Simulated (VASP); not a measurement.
Here is a VASP 6.6.1 calculation.

INCAR

```
ALGO     = Normal         # electronic algorithm
EDIFF    = 1E-7           # SCF threshold, eV
ENCUT    = 520            # plane-wave cutoff, eV
GGA      = PS             # functional
ISIF     = 2              # what is computed and relaxed
ISMEAR   = 0              # smearing method
LASPH    = T              # aspherical terms in the spheres
LCHARG   = F              # write CHGCAR
LREAL    = F              # projectors in reciprocal space
LWAVE    = F              # write WAVECAR
NBANDS   = 65             # bands
NELECT   = 102.0        
NELM     = 60             # most SCF steps
PREC     = Accurate       # precision mode
SIGMA    = 0.05           # smearing width, eV
```

Contents of KPOINTS:

```
k-points
0
Gamma
  4 4 4
```

POSCAR

```
Hf5O9
1.0
    0.0000000000      0.0000000000      5.0445920065
    5.0445920065     -2.5222960033      2.5222960033
    2.5222960033      5.0445920065      2.5222960033
Hf O
5 9
Direct
    0.8000000000      0.6000000000      0.8000000000
    1.0000000000      1.0000000000      0.0000000000
    0.2000000000      0.4000000000      0.2000000000
    0.4000000000      0.8000000000      0.4000000000
    0.6000000000      0.2000000000      0.6000000000
    0.2500000000      0.5000000000      0.5000000000
    0.4500000000      0.9000000000      0.7000000000
    0.6500000000      0.3000000000      0.9000000000
    0.8500000000      0.7000000000      0.1000000000
    0.1500000000      0.3000000000      0.9000000000
    0.3500000000      0.7000000000      0.1000000000
    0.6273674065      0.0801767913      0.2900883957
    0.7500000000      0.5000000000      0.5000000000
    0.9500000000      0.9000000000      0.7000000000
```

Potentials or basis: VASP PAW PBE potentials, release 64 (Hf_pv, O).

Run with:

```bash
$ cat potpaw_PBE.64/Hf_pv/POTCAR potpaw_PBE.64/O/POTCAR > POTCAR
$ mpirun -np 1 vasp_std > vasp.out
```

**Question.** Estimate the largest force.

**Answer.** 5.148 eV/Å.

Forces on the atoms (eV/Å):
```
Hf   0.150  0.078 -0.085
Hf  -3.400 -3.675 -1.196
Hf   3.019 -3.399  2.049
Hf  -2.920  3.015  2.398
Hf   2.400  2.926 -1.879
O   -0.597 -0.064 -0.020
O   -0.343 -0.579  0.009
O    0.269  0.322 -0.218
O   -0.571  0.158 -0.114
O   -0.351  1.841  0.597
O    1.659  0.607 -0.264
O    2.232  1.265 -1.432
O   -1.836 -0.541 -0.325
O    0.289 -1.955  0.479
```

Caveat: the cell carries a net charge on a neutralising background, which shifts energy and pressure; the cell differs from its parent crystal (atoms taken out, atom 12 moved -0.125 of the way to it and -0.125 Å across, host rigid); the PAW data sets were made with another functional, which shifts forces and pressure a little.
